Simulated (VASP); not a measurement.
# Ta3Mo (I4/mmm) in VASP: notebook

Ta3Mo is run at these levels: PBE; tasks: single point.

Everything below comes from runs of VASP 6.6.1. Logs are shortened: lines on timing, memory, paths and dates and some standing lists are left out, and cuts for length are marked.

## Step 1: The cell of the first run

The structure is tetragonal, space group I4/mmm (No. 139). Conventional cell: a = 3.876 Å, b = 3.876 Å, c = 8.658 Å, α = 90.00°, β = 90.00°, γ = 90.00°. Ta (site symmetry 4/mmm) has 4 Mo at 2.74 Å and 8 Ta at 2.91 Å within 3.6 Å. Ta (site symmetry -4m2) has 8 Ta at 2.74 to 2.91 Å and 4 Mo at 2.91 Å within 3.6 Å. Within 3.6 Å of Mo (site symmetry 4/mmm) lie 12 Ta at 2.74 to 2.91 Å.

## Step 2: Single point, PBE

File INCAR:

```
SYSTEM = Ta3Mo
PREC = Accurate
ENCUT = 520
EDIFF = 1E-7
ISMEAR = 0
SIGMA = 0.1
LREAL = .False.
LASPH = .True.
NELM = 80
ALGO = Fast
ISIF = 2
LWAVE = .False.
LCHARG = .False.
GGA = PE
NBANDS = 32
```

File KPOINTS:

```
regular mesh
0
Gamma
  6 6 6
  0 0 0
```

File POSCAR:

```
Ta3Mo
1.0
   -1.9379912371      1.9379912371      4.3290193867
    1.9379912371     -1.9379912371      4.3290193867
    1.9379912371      1.9379912371     -4.3290193867
Ta Mo
3 1
Direct
    0.5000000000      0.5000000000      0.0000000000
    0.2500000000      0.7500000000      0.5000000000
    0.7500000000      0.2500000000      0.5000000000
    0.0000000000      0.0000000000      0.0000000000
```

Potentials or basis: VASP PAW PBE potentials, release 64 (Ta_pv, Mo_sv).

On the command line:

```sh
$ cat potpaw_PBE.64/Ta_pv/POTCAR potpaw_PBE.64/Mo_sv/POTCAR > POTCAR
$ mpirun -np 1 vasp_std > vasp.out
```

OUTCAR:

```text
SYSTEM = Ta3Mo
   PREC = Accurate
   ENCUT = 520
   EDIFF = 1E-7
   ISMEAR = 0
   LREAL = .False.
   LASPH = .True.
   NELM = 80
   ISIF = 2
   GGA = PE

 ion  position               nearest neighbor table
   1  0.500  0.500  0.000-   4 2.74   4 2.74   4 2.74   4 2.74   2 2.91   2 2.91   3 2.91   3 2.91
                             3 2.91   2 2.91   3 2.91   2 2.91
   2  0.250  0.750  0.500-   3 2.74   3 2.74   3 2.74   3 2.74   4 2.91   4 2.91   1 2.91   1 2.91
                             4 2.91   1 2.91   4 2.91   1 2.91
   3  0.750  0.250  0.500-   2 2.74   2 2.74   2 2.74   2 2.74   1 2.91   1 2.91   4 2.91   4 2.91
                             4 2.91   1 2.91   4 2.91   1 2.91
   4  0.000  0.000  0.000-   1 2.74   1 2.74   1 2.74   1 2.74   3 2.91   3 2.91   2 2.91   2 2.91
                             3 2.91   2 2.91   3 2.91   2 2.91

  LATTYP: Found a body centered tetragonal cell.
 ALAT       =     3.8759824742
 C/A-ratio  =     2.2337662337

  Lattice vectors:

 A1 = (  -1.9379912371,   1.9379912371,   4.3290193867)
 A2 = (   1.9379912371,  -1.9379912371,   4.3290193867)
 A3 = (   1.9379912371,   1.9379912371,  -4.3290193867)

Analysis of symmetry for initial positions (statically):
=====================================================================
 Subroutine PRICEL returns:
 Original cell was already a primitive cell.

 Routine SETGRP: Setting up the symmetry group for a
 body centered tetragonal supercell.

 Subroutine GETGRP returns: Found 16 space group operations
 (whereof 16 operations were pure point group operations)
 out of a pool of 16 trial point group operations.

The static configuration has the point symmetry D_4h.

Analysis of symmetry for dynamics (positions and initial velocities):
=====================================================================
 Subroutine PRICEL returns:
 Original cell was already a primitive cell.

 Routine SETGRP: Setting up the symmetry group for a
 body centered tetragonal supercell.

 Subroutine GETGRP returns: Found 16 space group operations
 (whereof 16 operations were pure point group operations)
 out of a pool of 16 trial point group operations.

The dynamic configuration has the point symmetry D_4h.

 Subroutine INISYM returns: Found 16 space group operations
 (whereof 16 operations are pure point group operations),
 and found     1 'primitive' translations

----------------------------------------------------------------------------------------

                                     Primitive cell

  volume of cell :      65.0359

  direct lattice vectors                    reciprocal lattice vectors
    -1.937991237  1.937991237  4.329019387     0.000000000  0.257999103  0.115499598
     1.937991237 -1.937991237  4.329019387     0.257999103  0.000000000  0.115499598
     1.937991237  1.937991237 -4.329019387     0.257999103  0.257999103  0.000000000

  length of vectors
     5.123673382  5.123673382  5.123673382     0.282672415  0.282672415  0.364865830

  position of ions in fractional coordinates (direct lattice)
     0.500000000  0.500000000  0.000000000
     0.250000000  0.750000000  0.500000000
     0.750000000  0.250000000  0.500000000
     0.000000000  0.000000000  0.000000000

  ion indices of the primitive-cell ions
   primitive index   ion index
                 1           1
                 2           2
                 3           3
                 4           4

----------------------------------------------------------------------------------------

 KPOINTS: regular mesh

Automatic generation of k-mesh.
 Grid dimensions read from file:
 generate k-points for:    6    6    6

 Generating k-lattice:

  Cartesian coordinates                     Fractional coordinates (reciprocal lattice)
     0.000000000  0.042999850  0.019249933     0.166666667 -0.000000000  0.000000000
     0.042999850  0.000000000  0.019249933    -0.000000000  0.166666667  0.000000000
     0.042999850  0.042999850  0.000000000     0.000000000  0.000000000  0.166666667

  Length of vectors
     0.047112069  0.047112069  0.060810972

  Shift w.r.t. Gamma in fractional coordinates (k-lattice)
     0.000000000  0.000000000  0.000000000

 Subroutine IBZKPT returns following result:
 ===========================================

 Found     30 irreducible k-points:

 Following reciprocal coordinates:
            Coordinates               Weight
  0.000000  0.000000  0.000000      1.000000
  0.166667 -0.000000  0.000000      8.000000
  0.333333 -0.000000  0.000000      8.000000
  0.500000  0.000000  0.000000      4.000000
  0.166667  0.166667  0.000000      8.000000
  0.333333  0.166667  0.000000     16.000000
[... 16 lines left out ...]
 -0.333333 -0.333333  0.166667      8.000000
 -0.166667 -0.333333  0.166667      8.000000
 [... further k-points ...]
   k-points           NKPTS =     30   k-points in BZ     NKDIM =     30   number of bands    NBANDS=     32
   number of dos      NEDOS =    301   number of ions     NIONS =      4
   total plane-waves  NPLWV =  64000
   dimension x,y,z NGX =    40 NGY =   40 NGZ =   40
   dimension x,y,z NGXF=    80 NGYF=   80 NGZF=   80
   ions per type =               3   1
   NGX,Y,Z   is equivalent  to a cutoff of  12.98, 12.98, 12.98 a.u.
   NGXF,Y,Z  is equivalent  to a cutoff of  25.96, 25.96, 25.96 a.u.
 SYSTEM =  Ta3Mo
   PREC   = accura    normal or accurate (medium, high low for compatibility)
   ISTART =      0    job   : 0-new  1-cont  2-samecut
   ICHARG =      2    charge: 1-file 2-atom 10-const
   ISPIN  =      1    spin polarized calculation?
   LNONCOLLINEAR =      F non collinear calculations
   LSORBIT =      F    spin-orbit coupling
   LASPH  =      T    aspherical Exc in radial PAW
   ENCUT  =  520.0 eV  38.22 Ry    6.18 a.u.   9.53  9.53  9.53*2*pi/ulx,y,z
   NELM   =     80;   NELMIN=  2; NELMDL= -5     # of ELM steps
   EDIFF  = 0.1E-06   stopping-criterion for ELM
   LREAL  =      F    real-space projection
   EDIFFG = 0.1E-05   stopping-criterion for IOM
   NSW    =      0    number of steps for IOM
   IBRION =     -1    ionic relax: 0-MD 1-quasi-New 2-CG
   NFREE  =      0    steps in history (QN), initial steepest desc. (CG)
   ISIF   =      2    stress and relaxation
   ISYM   =      2    0-nonsym 1-usesym 2-fastsym
   POTIM  = 0.5000    time-step for ionic-motion
   TEBEG  =    0.0;   TEEND  =   0.0 temperature during run
   PSTRESS=    0.0 pullay stress
   NELECT =      47.0000    total number of electrons
   NUPDOWN=      -1.0000    fix difference up-down
   EMIN   =  10.00;   EMAX   =-10.00  energy-range for DOS
   EFERMI =   0.00;   METHOD = LEGACY
   ISMEAR =     0;   SIGMA  =   0.10  broadening in eV -4-tet -1-fermi 0-gaus
   EFERMI_NEDOS =   21; number of points for ismear=-14 and -15
   IALGO  =     68    algorithm
   IMIX   =      4    mixing-type and parameters
     AMIX     =   0.40;   BMIX     =  1.00
     AMIX_MAG =   1.60;   BMIX_MAG =  1.00
  volume/ion in A,a.u.               =      16.26       109.72
  Fermi-wavevector in a.u.,A,eV,Ry     =   1.469117  2.776229 29.365522  2.158305
  Thomas-Fermi vector in A             =   2.584533
   LORBIT       =      0    0 simple, 1 ext, 2 COOP (PROOUT), +10 PAW based schemes
   GGA     = PE    functional components
   LHFCALC =     F    Hartree Fock is set to
   AEXX    =    0.0000 exact exchange contribution
   IVDW    =     0    specifies the selected vdW correction
   LEPSILON=     F    determine dielectric tensor
   LRPA    =     F    only Hartree local field effects (RPA)
 non-spin polarized calculation
 RMM-DIIS sequential band-by-band and
 Gauss-broadening in eV      SIGMA  =   0.10
  energy-cutoff  :      520.00
  volume of cell :       65.04
 maximum number of plane-waves:      1774
 NGX is ok and might be reduce to    40
   NGX = 19   NGY = 19   NGZ = 19

 number of electron      46.9999998 magnetization

 Free energy of the ion-electron system (eV)
  ---------------------------------------------------
  ext. energy  EPLUGINS =         0.00000000
  ---------------------------------------------------
  free energy    TOTEN  =       -45.01460985 eV

  energy without entropy =      -44.98796359  energy(sigma->0) =      -45.00128672

 E-fermi :   7.9627     XC(G=0): -13.1504

 val. band max:        7.9434106872   @ k =  -0.1667  -0.3333   0.1667
 cond. band min:       7.9663862512   @ k =   0.3333   0.1667   0.0000
 fundamental gap:      0.0229755640
 Fermi energy:         7.9627490050

 k-point     1 :       0.0000    0.0000    0.0000
  band No.  band energies     occupation
      1     -52.3533      2.00000
      2     -26.8739      2.00000
      3     -26.7516      2.00000
      4     -26.7516      2.00000
      5     -26.3253      2.00000
      6     -26.3253      2.00000
[... 24 lines left out ...]
     31      14.5483      0.00000
     32      14.7524      0.00000

 k-point     2 :       0.1667   -0.0000    0.0000
  band No.  band energies     occupation
      1     -52.3533      2.00000
      2     -26.8184      2.00000
      3     -26.7450      2.00000
      4     -26.7165      2.00000
      5     -26.3502      2.00000
      6     -26.2494      2.00000
[... 24 lines left out ...]
     31      13.5357      0.00000
     32      13.7215      0.00000

 k-point     3 :       0.3333   -0.0000    0.0000
  band No.  band energies     occupation
      1     -52.3533      2.00000
      2     -26.7167      2.00000
      3     -26.6802      2.00000
      4     -26.6206      2.00000
      5     -26.3143      2.00000
      6     -26.0816      2.00000
[... 24 lines left out ...]
     31      11.9969      0.00000
     32      12.0262      0.00000

 k-point     4 :       0.5000    0.0000    0.0000
  band No.  band energies     occupation
      1     -52.3534      2.00000
      2     -26.6787      2.00000
      3     -26.5855      2.00000
      4     -26.5493      2.00000
      5     -26.2711      2.00000
      6     -26.1189      2.00000
[... 654 lines left out ...]
     31      11.7858      0.00000
     32      12.1846      0.00000

 k-point    23 :      -0.3333   -0.3333    0.1667
  band No.  band energies     occupation
      1     -52.3535      2.00000
      2     -26.8566      2.00000
      3     -26.7187      2.00000
      4     -26.6613      2.00000
      5     -26.2736      2.00000
      6     -26.1026      2.00000
[... 24 lines left out ...]
     31      12.6484      0.00000
     32      13.4506      0.00000

 k-point    24 :      -0.1667   -0.3333    0.1667
  band No.  band energies     occupation
      1     -52.3535      2.00000
      2     -26.7921      2.00000
      3     -26.7815      2.00000
      4     -26.7202      2.00000
      5     -26.2518      2.00000
      6     -26.1891      2.00000
[... 24 lines left out ...]
     31      12.9749      0.00000
     32      13.1431      0.00000

 [... further k-points ...]
[... 5 lines left out ...]
  --------------------------------------------------------------------------------------
  -------------------------------------------------------------------------------------
  Total        7.6267294      7.6267294     15.3382179      0.0000000     -0.0000000      0.0000000
  in kB      187.8865890    187.8865890    377.8612389      0.0000000     -0.0000000      0.0000000
  external PRESSURE =     251.2114723 kB  Pullay stress =       0.0000000 kB

 VOLUME and BASIS-vectors are now :
 -----------------------------------------------------------------------------
  energy-cutoff  :      520.00
  volume of cell :       65.04
      direct lattice vectors                 reciprocal lattice vectors
    -1.937991237  1.937991237  4.329019387     0.000000000  0.257999103  0.115499598
     1.937991237 -1.937991237  4.329019387     0.257999103  0.000000000  0.115499598
     1.937991237  1.937991237 -4.329019387     0.257999103  0.257999103  0.000000000

 POSITION                                       TOTAL-FORCE (eV/Angst)
 -----------------------------------------------------------------------------------
      0.00000      0.00000      4.32902        -0.000000      0.000000     -0.000000
      1.93799      0.00000      2.16451        -0.000000      0.000000     -0.000000
      0.00000      1.93799      2.16451         0.000000     -0.000000      0.000000
      0.00000      0.00000      0.00000        -0.000000      0.000000     -0.000000
 -----------------------------------------------------------------------------------
    total drift:                               -0.000000     -0.000000      0.000000

  FREE ENERGIE OF THE ION-ELECTRON SYSTEM (eV)
  ---------------------------------------------------
  free  energy   TOTEN  =       -45.0146098519 eV

  energy  without entropy=      -44.9879635917  energy(sigma->0) =      -45.00128672
```

It took 57 s on 1 thread of Intel Xeon 6975P-C (Granite Rapids), shared host; peak memory 0.27 GiB.

What came out:

- Free energy: -45.0146 eV
- Pressure: 25.1 GPa

Stress tensor (GPa, compression positive):
```
18.79  0.00  0.00
 0.00 18.79  0.00
 0.00  0.00 37.79
```

Caveat: the k points lie up to 0.38 Å⁻¹ apart; spin-orbit coupling is left out, which moves the levels of the heavy elements.

## Step 3: Single point, PBE

This run uses another cell than the first one, of 17.91 Å³/atom, 1.101 times its volume.

File INCAR:

```
SYSTEM = Ta3Mo
  ALGO = Normal
  EDIFF = 1E-6
  ENCUT = 520
  GGA = PE
  ISIF = 2
  ISMEAR = 0
  LASPH = .TRUE.
  LCHARG = .FALSE.
  LREAL = .FALSE.
  LWAVE = .FALSE.
  NBANDS = 32
  NELM = 80
  PREC = Accurate
  SIGMA = 0.1
```

File KPOINTS:

```
k-points
0
G
  6 6 6
  0 0 0
```

File POSCAR:

```
Ta3Mo
1.0
   -1.9363283725      1.9363283725      4.7756653361
    1.9363283725     -1.9363283725      4.7756653361
    1.9363283725      1.9363283725     -4.7756653361
Ta Mo
3 1
Direct
    0.5000000000      0.5000000000      0.0000000000
    0.2500000000      0.7500000000      0.5000000000
    0.7500000000      0.2500000000      0.5000000000
    0.0000000000      0.0000000000      0.0000000000
```

Potentials or basis: VASP PAW PBE potentials, release 64 (Ta_pv, Mo_sv).

On the command line:

```sh
$ cat potpaw_PBE.64/Ta_pv/POTCAR potpaw_PBE.64/Mo_sv/POTCAR > POTCAR
$ mpirun -np 1 vasp_std > vasp.out
```

Wall time 56 s (1 thread of Intel Xeon 6975P-C (Granite Rapids), shared host); peak memory 0.27 GiB.

It converged, with:

* Free energy: -45.8040 eV
* Pressure: 0.3 GPa

Levels at points of the mesh, in eV from the Fermi level:
```
           k point  band 21  band 22  band 23  band 24  band 25  band 26
(0.00, 0.00, 0.00)    -1.41    -0.97    -0.97     0.53     0.98     1.45
(0.50, 0.00, 0.00)    -1.02    -0.81    -0.30    -0.08     0.45     1.00
(0.50, 0.50, 0.00)    -1.14    -1.06    -0.77     0.73     1.11     1.11
(0.50, 0.50, 0.50)    -2.32    -1.06    -0.59     2.39     2.39     3.69
```

Caveat: the k points lie up to 0.38 Å⁻¹ apart; spin-orbit coupling is left out, which moves the levels of the heavy elements.
